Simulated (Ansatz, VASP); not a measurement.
## Two plane-wave programs on SnO2

The input INCAR:

```
SYSTEM = SnO2
ALGO = Normal
EDIFF = 1E-6
ENCUT = 520
GGA = CA
ISIF = 2
ISMEAR = 0
LASPH = .TRUE.
LCHARG = .FALSE.
LREAL = .FALSE.
LWAVE = .FALSE.
NBANDS = 64
NELM = 100
PREC = Accurate
SIGMA = 0.05
```

KPOINTS

```
k-points
0
G
  6 6 6
  0 0 0
```

POSCAR

```
SnO2
1.0
   -3.1749088275      3.2294904122      3.3131062536
    3.1046196145     -3.2714849235      3.2879436948
    3.2851920370      3.3768538299     -3.3551007605
Sn O
4 8
Direct
    0.9395702685      0.1165137069      0.7408569220
    0.0252591798      0.7842969852      0.2691824591
    0.4811308813      0.5660436582      0.4865350872
    0.5223207253      0.1367856589      0.0292086251
    0.2544811800      0.1621327193      0.4924090420
    0.6204920462      0.6906465794      0.8817765496
    0.2291938063      0.6723686418      1.0180482751
    0.2962418901      0.7361393756      0.5574151797
    0.7259740924      0.3327299695      0.4323121306
    0.2873270239      0.2317063594      0.1295161246
    0.7506116751      0.2830674408     -0.0642471252
    0.8673972310      0.7875689048      0.5269867302
```

Input for Ansatz:

```yaml
crystal:
  lattice:
    - [-3.1749088275, 3.2294904122, 3.3131062536]
    - [3.1046196145, -3.2714849235, 3.2879436948]
    - [3.285192037, 3.3768538299, -3.3551007605]
  atoms:
    - { symbol: Sn, position: [0.9395702685, 0.1165137069, 0.740856922] }
    - { symbol: Sn, position: [0.0252591798, 0.7842969852, 0.2691824591] }
    - { symbol: Sn, position: [0.4811308813, 0.5660436582, 0.4865350872] }
    - { symbol: Sn, position: [0.5223207253, 0.1367856589, 0.0292086251] }
    - { symbol: O, position: [0.25448118, 0.1621327193, 0.492409042] }
    - { symbol: O, position: [0.6204920462, 0.6906465794, 0.8817765496] }
    - { symbol: O, position: [0.2291938063, 0.6723686418, 1.0180482751] }
    - { symbol: O, position: [0.2962418901, 0.7361393756, 0.5574151797] }
    - { symbol: O, position: [0.7259740924, 0.3327299695, 0.4323121306] }
    - { symbol: O, position: [0.2873270239, 0.2317063594, 0.1295161246] }
    - { symbol: O, position: [0.7506116751, 0.2830674408, -0.0642471252] }
    - { symbol: O, position: [0.867397231, 0.7875689048, 0.5269867302] }
basis:
  ecutwfc: 420
kpoints:
  mp_grid: { grid: [6, 6, 6] }
hamiltonian:
  xc: lda
scf:
  occupations: { method: gaussian, width: 0.05 }
output:
  forces: true
  stress: true
  eigenvalues: true
```

Change from the starting cell: all atoms moved at random, sigma 0.25 Å a component, cell strained at random, sigma 0.01.

Alike in both runs: task single point; functional LDA; k mesh 6 × 6 × 6; occupations gaussian, width 0.05 eV; no spin polarisation.

|  | VASP | Ansatz |
| --- | --- | --- |
| version | VASP 6.6.1 | Ansatz 0.2.0 |
| potentials or method | VASP PAW LDA potentials, release 64 (Sn_d, O), cutoff 520 eV | scalar-relativistic, plane waves, PAW |
| valence electrons in the cell | 104 | 104 |

```tsv
	VASP	Ansatz	Ansatz less VASP
gap on the k mesh at the Fermi level (eV)	none	none	-
pressure (GPa)	48.1	49.1	+0.97
traceless stress, the component that is largest in VASP (GPa)	27.32	28.23	+0.912
rms of the force components (eV/Å)	6.536	6.812	+0.2761
```

LDA's correlation is that of Perdew and Zunger in VASP and of Perdew and Wang (1992) in Ansatz. Atom by atom the forces differ by 0.341 eV/Å (rms over components). A gap of «none» marks a metal or a gap that the smearing closes. Both programs put the cell under a high pressure, so it lies far from rest at this level.
